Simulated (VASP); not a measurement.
# CoPtO2 (R-3m) in VASP: notebook

Aim: see how the results for CoPtO2 move with the level of theory and the settings. Levels: PBE+D4, BLYP, PBE. Tasks: single point.

Everything below comes from runs of VASP 6.6.1. Logs are shortened: lines on timing, memory, paths and dates and some standing lists are left out, and cuts for length are marked.

### Step 1. The cell of the first run

It takes space group R-3m (No. 166, trigonal). Conventional cell: a = 2.832 Å, b = 2.832 Å, c = 17.806 Å, α = 90.00°, β = 90.00°, γ = 120.00°. Pt (site symmetry -3m) has 2 O at 2.00 Å within 2.6 Å. Co (site symmetry -3m) has 6 O at 1.90 Å within 2.5 Å. Within 2.6 Å of O (site symmetry 3m) lie 3 Co at 1.90 Å and 1 Pt at 2.00 Å and 3 O at 2.54 Å.

### Step 2. Single point, PBE+D4, collinear spin, ferromagnetic start

INCAR

```
SYSTEM = CoPtO2
PREC = Accurate ; ENCUT = 520
EDIFF = 1E-6 ; ISMEAR = -1
SIGMA = 0.05 ; LREAL = .False.
LASPH = .True. ; NELM = 150
ALGO = Normal ; ISIF = 2
LWAVE = .False. ; LCHARG = .False.
ISPIN = 2 ; MAGMOM = 0 2 0 0
LORBIT = 11 ; LMAXMIX = 4
GGA = PE ; IVDW = 13
NBANDS = 28
```

KPOINTS

```
Automatic mesh
0
Gamma
  11 11 11
  0 0 0
```

POSCAR

```
CoPtO2
1.0
    1.4157601838      0.8173895232      5.9352843356
   -1.4157601838      0.8173895232      5.9352843356
    0.0000000000     -1.6347790464      5.9352843356
Pt Co O
1 1 2
Direct
    0.0000000000      0.0000000000      0.0000000000
    0.5000000000      0.5000000000      0.5000000000
    0.1121883458      0.1121883458      0.1121883458
    0.8878116542      0.8878116542      0.8878116542
```

Potentials or basis: VASP PAW PBE potentials, release 64 (Pt, Co, O).

Started as:

```bash
$ cat potpaw_PBE.64/Pt/POTCAR potpaw_PBE.64/Co/POTCAR potpaw_PBE.64/O/POTCAR > POTCAR
$ mpirun -np 1 vasp_std > vasp.out
```

OUTCAR:

```text
SYSTEM = CoPtO2
   PREC = Accurate
   ENCUT = 520
   EDIFF = 1E-6
   ISMEAR = -1
   LREAL = .False.
   LASPH = .True.
   NELM = 150
   ISIF = 2
   ISPIN = 2
   LORBIT = 11
   GGA = PE
   IVDW = 13

 ion  position               nearest neighbor table
   1  0.000  0.000  0.000-   3 2.00   4 2.00
   2  0.500  0.500  0.500-   3 1.90   4 1.90   3 1.90   3 1.90   4 1.90   4 1.90
   3  0.112  0.112  0.112-   2 1.90   2 1.90   2 1.90   1 2.00
   4  0.888  0.888  0.888-   2 1.90   2 1.90   2 1.90   1 2.00

  LATTYP: Found a trigonal (rhomboedric) cell.
 ALAT       =     6.1563059277
 COS(alpha) =     0.8942284186

  Lattice vectors:

 A1 = (   1.4157601838,   0.8173895232,   5.9352843356)
 A2 = (  -1.4157601838,   0.8173895232,   5.9352843356)
 A3 = (   0.0000000000,  -1.6347790464,   5.9352843356)

Analysis of symmetry for initial positions (statically):
=====================================================================
 Subroutine PRICEL returns:
 Original cell was already a primitive cell.

 Routine SETGRP: Setting up the symmetry group for a
 trigonal (rhombohedral) supercell.

 Subroutine GETGRP returns: Found 12 space group operations
 (whereof 12 operations were pure point group operations)
 out of a pool of 12 trial point group operations.

The static configuration has the point symmetry D_3d.

Analysis of symmetry for dynamics (positions and initial velocities):
=====================================================================
 Subroutine PRICEL returns:
 Original cell was already a primitive cell.

 Routine SETGRP: Setting up the symmetry group for a
 trigonal (rhombohedral) supercell.

 Subroutine GETGRP returns: Found 12 space group operations
 (whereof 12 operations were pure point group operations)
 out of a pool of 12 trial point group operations.

The dynamic configuration has the point symmetry D_3d.

Analysis of structural, dynamic, and magnetic symmetry:
=====================================================================
 Subroutine PRICEL returns:
 Original cell was already a primitive cell.

 Routine SETGRP: Setting up the symmetry group for a
 trigonal (rhombohedral) supercell.

 Subroutine GETGRP returns: Found 12 space group operations
 (whereof 12 operations were pure point group operations)
 out of a pool of 12 trial point group operations.

The overall configuration has the point symmetry D_3d.

 Subroutine INISYM returns: Found 12 space group operations
 (whereof 12 operations are pure point group operations),
 and found     1 'primitive' translations

----------------------------------------------------------------------------------------

                                     Primitive cell

  volume of cell :      41.2108

  direct lattice vectors                    reciprocal lattice vectors
     1.415760184  0.817389523  5.935284336     0.353167158  0.203901154  0.056161308
    -1.415760184  0.817389523  5.935284336    -0.353167158  0.203901154  0.056161308
     0.000000000 -1.634779046  5.935284336     0.000000000 -0.407802307  0.056161308

  length of vectors
     6.156305928  6.156305928  6.156305928     0.411651326  0.411651326  0.411651326

  position of ions in fractional coordinates (direct lattice)
     0.000000000  0.000000000  0.000000000
     0.500000000  0.500000000  0.500000000
     0.112188346  0.112188346  0.112188346
     0.887811654  0.887811654  0.887811654

  ion indices of the primitive-cell ions
   primitive index   ion index
                 1           1
                 2           2
                 3           3
                 4           4

----------------------------------------------------------------------------------------

 KPOINTS: Automatic mesh

Automatic generation of k-mesh.
 Grid dimensions read from file:
 generate k-points for:   11   11   11

 Generating k-lattice:

  Cartesian coordinates                     Fractional coordinates (reciprocal lattice)
     0.032106105  0.018536469  0.005105573     0.090909091  0.000000000  0.000000000
    -0.032106105  0.018536469  0.005105573     0.000000000  0.090909091  0.000000000
     0.000000000 -0.037072937  0.005105573     0.000000000  0.000000000  0.090909091

  Length of vectors
     0.037422848  0.037422848  0.037422848

  Shift w.r.t. Gamma in fractional coordinates (k-lattice)
     0.000000000  0.000000000  0.000000000

 Subroutine IBZKPT returns following result:
 ===========================================

 Found    146 irreducible k-points:

 Following reciprocal coordinates:
            Coordinates               Weight
  0.000000  0.000000  0.000000      1.000000
  0.090909  0.000000  0.000000      6.000000
  0.181818 -0.000000  0.000000      6.000000
  0.272727  0.000000  0.000000      6.000000
  0.363636  0.000000 -0.000000      6.000000
  0.454545 -0.000000  0.000000      6.000000
[... 16 lines left out ...]
 -0.272727  0.181818  0.000000     12.000000
 -0.181818  0.181818  0.000000      6.000000
 [... further k-points ...]
   k-points           NKPTS =    146   k-points in BZ     NKDIM =    146   number of bands    NBANDS=     28
   number of dos      NEDOS =    301   number of ions     NIONS =      4
   total plane-waves  NPLWV = 110592
   dimension x,y,z NGX =    48 NGY =   48 NGZ =   48
   dimension x,y,z NGXF=    96 NGYF=   96 NGZF=   96
   ions per type =               1   1   2
   NGX,Y,Z   is equivalent  to a cutoff of  12.96, 12.96, 12.96 a.u.
   NGXF,Y,Z  is equivalent  to a cutoff of  25.92, 25.92, 25.92 a.u.
 SYSTEM =  CoPtO2
   PREC   = accura    normal or accurate (medium, high low for compatibility)
   ISTART =      0    job   : 0-new  1-cont  2-samecut
   ICHARG =      2    charge: 1-file 2-atom 10-const
   ISPIN  =      2    spin polarized calculation?
   LNONCOLLINEAR =      F non collinear calculations
   LSORBIT =      F    spin-orbit coupling
   LASPH  =      T    aspherical Exc in radial PAW
   ENCUT  =  520.0 eV  38.22 Ry    6.18 a.u.  11.45 11.45 11.45*2*pi/ulx,y,z
   NELM   =    150;   NELMIN=  2; NELMDL= -5     # of ELM steps
   EDIFF  = 0.1E-05   stopping-criterion for ELM
   LREAL  =      F    real-space projection
[... 7 lines left out ...]
   TEBEG  =    0.0;   TEEND  =   0.0 temperature during run
   PSTRESS=    0.0 pullay stress
   NELECT =      31.0000    total number of electrons
   NUPDOWN=      -1.0000    fix difference up-down
   EMIN   =  10.00;   EMAX   =-10.00  energy-range for DOS
   EFERMI =   0.00;   METHOD = LEGACY
   ISMEAR =    -1;   SIGMA  =   0.05  broadening in eV -4-tet -1-fermi 0-gaus
   EFERMI_NEDOS =   21; number of points for ismear=-14 and -15
   IALGO  =     38    algorithm
   IMIX   =      4    mixing-type and parameters
     AMIX     =   0.40;   BMIX     =  1.00
     AMIX_MAG =   1.60;   BMIX_MAG =  1.00
  volume/ion in A,a.u.               =      10.30        69.53
  Fermi-wavevector in a.u.,A,eV,Ry     =   1.488875  2.813566 30.160695  2.216749
  Thomas-Fermi vector in A             =   2.601854
   LORBIT       =     11    0 simple, 1 ext, 2 COOP (PROOUT), +10 PAW based schemes
   GGA     = PE    functional components
   LHFCALC =     F    Hartree Fock is set to
   AEXX    =    0.0000 exact exchange contribution
   IVDW    =    13    specifies the selected vdW correction
   LEPSILON=     F    determine dielectric tensor
   LRPA    =     F    only Hartree local field effects (RPA)
 spin polarized calculation
  energy-cutoff  :      520.00
  volume of cell :       41.21
 maximum number of plane-waves:      1124
 NGX is ok and might be reduce to    48
   NGX = 23   NGY = 23   NGZ = 23

 number of electron      30.9999999 magnetization       0.0000945

 number of electron      30.9999999 magnetization      -0.0001387

 Free energy of the ion-electron system (eV)
  ---------------------------------------------------
  ext. energy  EPLUGINS =         0.00000000
  ---------------------------------------------------
  free energy    TOTEN  =       -26.46237891 eV

  energy without entropy =      -26.45824804  energy(sigma->0) =      -26.46031347

 E-fermi :   8.7092     XC(G=0): -12.6595

 val. band max:        8.6321282072   @ k =  -0.2727  -0.2727   0.1818
 cond. band min:       8.7899170536   @ k =   0.4545   0.4545   0.0000
 fundamental gap:      0.1577888464
 Fermi energy:         8.7091704605

 spin component 1

 k-point     1 :       0.0000    0.0000    0.0000
  band No.  band energies     occupation
      1     -12.9118      1.00000
      2     -11.0200      1.00000
      3      -0.9675      1.00000
      4       1.6796      1.00000
      5       2.1618      1.00000
      6       2.1618      1.00000
[... 19 lines left out ...]
     26      27.0408      0.00000
     27      30.1866      0.00000
[... 667 lines left out ...]
      5       2.0213      1.00000
      6       2.5052      1.00000
[... 19 lines left out ...]
     26      26.3388      0.00000
     27      26.7731      0.00000

 [... further k-points ...]

 spin component 2

 k-point     1 :       0.0000    0.0000    0.0000
  band No.  band energies     occupation
      1     -12.9117      1.00000
      2     -11.0199      1.00000
      3      -0.9675      1.00000
      4       1.6797      1.00000
      5       2.1618      1.00000
      6       2.1618      1.00000
[... 19 lines left out ...]
     26      27.0407      0.00000
     27      30.1865      0.00000
[... 667 lines left out ...]
      5       2.0214      1.00000
      6       2.5053      1.00000
[... 19 lines left out ...]
     26      26.3387      0.00000
     27      26.7731      0.00000

 [... further k-points ...]

 [bands above 27 left out]

------------------------ aborting loop because EDIFF is reached ----------------------------------------

  DFT-D4 for vdW energy calculation

  Edisp (eV):   -1.41927

  FORCE on cell =-STRESS in cart. coord.  units (eV):
  Direction    XX          YY          ZZ          XY          YZ          ZX
  --------------------------------------------------------------------------------------
  -------------------------------------------------------------------------------------
  Total      -0.03090    -0.03090     0.15881     0.00000    -0.00000     0.00000
  in kB      -1.20148    -1.20148     6.17419     0.00000    -0.00000     0.00000
  external pressure =        1.26 kB  Pullay stress =        0.00 kB

 VOLUME and BASIS-vectors are now :
 -----------------------------------------------------------------------------
  energy-cutoff  :      520.00
  volume of cell :       41.21
      direct lattice vectors                 reciprocal lattice vectors
     1.415760184  0.817389523  5.935284336     0.353167158  0.203901154  0.056161308
    -1.415760184  0.817389523  5.935284336    -0.353167158  0.203901154  0.056161308
     0.000000000 -1.634779046  5.935284336     0.000000000 -0.407802307  0.056161308

 POSITION                                       TOTAL-FORCE (eV/Angst)
 -----------------------------------------------------------------------------------
      0.00000      0.00000      0.00000         0.000000     -0.000000     -0.000000
      0.00000      0.00000      8.90293         0.000000     -0.000000     -0.000000
      0.00000      0.00000      1.99761         0.000000      0.000000      0.002986
      0.00000      0.00000     15.80824         0.000000     -0.000000     -0.002986
 -----------------------------------------------------------------------------------
    total drift:                               -0.000000     -0.000000      0.000000

  FREE ENERGIE OF THE ION-ELECTRON SYSTEM (eV)
  ---------------------------------------------------
  free  energy   TOTEN  =       -27.8816460047 eV

  energy  without entropy=      -27.8775151305  energy(sigma->0) =      -27.87958057

 total charge

# of ion       s       p       d       tot
------------------------------------------
    1        0.650   0.569   8.011   9.229
    2        0.429   0.660   7.357   8.446
    3        1.557   3.457   0.000   5.013
    4        1.557   3.457   0.000   5.013
--------------------------------------------------
tot          4.192   8.142  15.368  27.702

 magnetization (x)

# of ion       s       p       d       tot
------------------------------------------
    1        0.000   0.000   0.000   0.000
    2       -0.000  -0.000  -0.000  -0.000
    3        0.000   0.000   0.000   0.000
    4        0.000   0.000   0.000   0.000
--------------------------------------------------
tot          0.000   0.000  -0.000  -0.000
```

Run time: 23 min. Hardware: 1 thread of Intel Xeon Platinum 8259CL at 2.50GHz (Skylake/Cascade Lake), shared host; peak memory 0.6 GiB.

What came out:

```yaml
Free_energy: -27.8816 eV
Pressure: 0.1 GPa
Net_moment: 0.00 μB per cell
Valence_electrons_inside_the_program's_atomic_spheres: Pt 9.23; Co 8.45; O 5.01
Dispersion_energy_per_atom: -0.355 eV
```

Forces in eV/Å, atoms in the order of the input:
```
Pt   0.000  0.000  0.000
Co   0.000  0.000  0.000
O    0.000  0.000  0.003
O    0.000  0.000 -0.003
```

Stress tensor (GPa, compression positive):
```
-0.12  0.00  0.00
 0.00 -0.12  0.00
 0.00  0.00  0.62
```

Caveat: spin-orbit coupling is left out, which moves the levels of the heavy elements; semilocal functionals often make such compounds metallic where correlation or magnetic order opens a gap, which also shifts bond lengths. With open d or f shells a metallic result of PBE can be an artefact of self-interaction; +U or a hybrid may open a gap.

### Step 3. Single point, BLYP, collinear spin, ferromagnetic start

This run uses another cell than the first one, of 11.00 Å³/atom.

INCAR

```
PREC     = Accurate       # precision mode
ENCUT    = 520            # plane-wave cutoff, eV
EDIFF    = 1E-7           # SCF threshold, eV
ISMEAR   = -1             # smearing method
SIGMA    = 0.05           # smearing width, eV
LREAL    = False          # projectors in reciprocal space
LASPH    = True           # aspherical terms in the spheres
NELM     = 150            # most SCF steps
ALGO     = Normal         # electronic algorithm
ISIF     = 2              # what is computed and relaxed
LWAVE    = False          # write WAVECAR
LCHARG   = True           # write CHGCAR
ISPIN    = 2              # spin polarisation
MAGMOM   = 0 2 0 0        # initial moments
LORBIT   = 11             # projections on sites
LMAXMIX  = 4              # l up to which the mixer works
GGA      = B5             # functional
ALDAX    = 1.0          
AGGAX    = 1.0          
AGGAC    = 1.0          
ALDAC    = 0.0          
LELF     = True           # ELF
LVHAR    = True         
NBANDS   = 28             # bands
```

KPOINTS

```
Automatic mesh
0
Gamma
  11 11 11
```

POSCAR

```
CoPtO2
1.0
    1.4528301112      0.8387918558      6.0188214069
   -1.4528301112      0.8387918558      6.0188214069
    0.0000000000     -1.6775837115      6.0188214069
Pt Co O
1 1 2
Direct
    0.0000000000      0.0000000000      0.0000000000
    0.5000000000      0.5000000000      0.5000000000
    0.1126266195      0.1126266195      0.1126266195
    0.8873733805      0.8873733805      0.8873733805
```

Potentials or basis: VASP PAW PBE potentials, release 64 (Pt, Co, O).

Started as:

```bash
$ cat potpaw_PBE.64/Pt/POTCAR potpaw_PBE.64/Co/POTCAR potpaw_PBE.64/O/POTCAR > POTCAR
$ mpirun -np 1 vasp_std > vasp.out
```

OUTCAR:

```text
PREC = Accurate
   ENCUT = 520
   EDIFF = 1E-7
   ISMEAR = -1
   LREAL = False
   LASPH = True
   NELM = 150
   ISIF = 2
   ISPIN = 2
   LORBIT = 11
   GGA = B5

 ion  position               nearest neighbor table
   1  0.000  0.000  0.000-   3 2.03   4 2.03
   2  0.500  0.500  0.500-   3 1.94   4 1.94   3 1.94   3 1.94   4 1.94   4 1.94
   3  0.113  0.113  0.113-   2 1.94   2 1.94   2 1.94   1 2.03
   4  0.887  0.887  0.887-   2 1.94   2 1.94   2 1.94   1 2.03

  LATTYP: Found a trigonal (rhomboedric) cell.
 ALAT       =     6.2482396111
 COS(alpha) =     0.8918704716

  Lattice vectors:
[... 1669 lines left out ...]
      direct lattice vectors                 reciprocal lattice vectors
     1.452830111  0.838791856  6.018821407     0.344155863  0.198698480  0.055381828
    -1.452830111  0.838791856  6.018821407    -0.344155863  0.198698480  0.055381828
     0.000000000 -1.677583712  6.018821407     0.000000000 -0.397396960  0.055381828

 POSITION                                       TOTAL-FORCE (eV/Angst)
 -----------------------------------------------------------------------------------
      0.00000      0.00000      0.00000        -0.000000      0.000000      0.000000
      0.00000      0.00000      9.02823         0.000000      0.000000     -0.000000
      0.00000      0.00000      2.03364        -0.000000     -0.000000     -0.012089
      0.00000      0.00000     16.02283        -0.000000      0.000000      0.012089
 -----------------------------------------------------------------------------------
    total drift:                               -0.000000     -0.000000     -0.000000

  FREE ENERGIE OF THE ION-ELECTRON SYSTEM (eV)
  ---------------------------------------------------
  free  energy   TOTEN  =       -24.4807460845 eV

  energy  without entropy=      -24.4765328467  energy(sigma->0) =      -24.47863947

 total charge

# of ion       s       p       d       tot
------------------------------------------
    1        0.618   0.479   8.002   9.099
    2        0.388   0.572   7.290   8.250
    3        1.551   3.442   0.000   4.992
    4        1.551   3.442   0.000   4.992
--------------------------------------------------
tot          4.108   7.934  15.292  27.334

 magnetization (x)

# of ion       s       p       d       tot
------------------------------------------
    1       -0.000  -0.000   0.000   0.000
    2        0.000   0.000  -0.000  -0.000
    3       -0.000  -0.000   0.000  -0.000
    4       -0.000  -0.000   0.000  -0.000
--------------------------------------------------
tot         -0.000  -0.000  -0.000  -0.000
```

It took 23 min on 1 thread of Intel Xeon Platinum 8559C (Emerald Rapids), shared host; peak memory 0.61 GiB.

Results:

```
Free energy                                           : -24.4807 eV
Pressure                                              : 0.9 GPa
Largest force                                         : 0.012 eV/Å
Net moment                                            : 0.00 μB per cell
Valence electrons inside the program's atomic spheres : Pt 9.10; Co 8.25; O 4.99
```

Forces in eV/Å, atoms in the order of the input:
```
Pt   0.000  0.000  0.000
Co   0.000  0.000  0.000
O    0.000  0.000 -0.012
O    0.000  0.000  0.012
```

Stress tensor (GPa, compression positive):
```
0.70 0.00 0.00
0.00 0.70 0.00
0.00 0.00 1.31
```

Caveat: the PAW data sets were made with another functional, which shifts forces and pressure a little; spin-orbit coupling is left out, which moves the levels of the heavy elements; semilocal functionals often make such compounds metallic where correlation or magnetic order opens a gap, which also shifts bond lengths. With open d or f shells a metallic result of BLYP can be an artefact of self-interaction; +U or a hybrid may open a gap.

(Continued in part 2 of 2.)
